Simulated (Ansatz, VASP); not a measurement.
One calculation of B, two programs

```
B
1.0
     2.48202    0.00000    0.00000
     0.00000    2.48202    0.00000
     0.00000    0.00000    3.42862
B
3
Direct
  0.50000 0.50000 0.25178
  0.50000 0.50000 0.74822
  0.00000 0.00000 0.00000
```

Alike in both runs: functional PBE; k mesh 6 × 6 × 6; occupations gaussian, width 0.1 eV; no spin polarisation.

Ansatz relaxed the structure, and its values are those at the end. VASP's run is a single point on that final structure, the one shown.

|  | VASP | Ansatz |
| --- | --- | --- |
| version | VASP 6.6.1 | Ansatz 0.2.0 |
| potentials or method | VASP PAW PBE potentials, release 64 (B), cutoff 520 eV | scalar-relativistic, plane waves, PAW |
| valence electrons in the cell | 9 | 9 |

|  | VASP | Ansatz | Ansatz less VASP |
| --- | --- | --- | --- |
| gap on the k mesh at the Fermi level (eV) | none | none | - |
| pressure (GPa) | -0.1 | -0.1 | -0.02 |
| rms of the force components (eV/Å) | 0.007 | 0.002 | -0.0044 |

A gap of «none» marks a metal or a gap that the smearing closes.

The k mesh is coarse, so the values compare programs but aren't converged.
